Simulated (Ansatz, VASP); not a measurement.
**CrCd2 in VASP and in Ansatz**

```
CELL_PARAMETERS angstrom
3.90625 0.00000 0.00000
-1.95313 3.38291 0.00000
0.00000 0.00000 4.21771
ATOMIC_POSITIONS crystal
Cr 0.00000 0.00000 0.00000
Cd 0.33333 0.66667 0.50000
Cd 0.66667 0.33333 0.50000
```

Alike in both runs: task single point; functional PBE; k mesh 6 × 6 × 4; occupations gaussian, width 0.1 eV; collinear spin.

|  | VASP | Ansatz |
| --- | --- | --- |
| version | VASP 6.6.1 | Ansatz 0.2.0 |
| potentials or method | VASP PAW PBE potentials, release 64 (Cr_pv, Cd), cutoff 520 eV | scalar-relativistic, plane waves, PAW |
| valence electrons in the cell | 36 | 54 |

```tsv
	VASP	Ansatz	Ansatz less VASP
gap on the k mesh at the Fermi level (eV)	none	none	-
net moment per atom (μB)	1.35	1.35	-0.001
size of the moment on the site where the two differ most (μB)	3.74	3.86	+0.116
```

Site moments also hang on the region over which each program counts them. A gap of «none» marks a metal or a gap that the smearing closes. VASP's potentials hold 36 valence electrons a cell and Ansatz's 54, so a difference there can come from the potentials and not from the codes.

The k mesh is coarse, so the values compare programs but aren't converged.
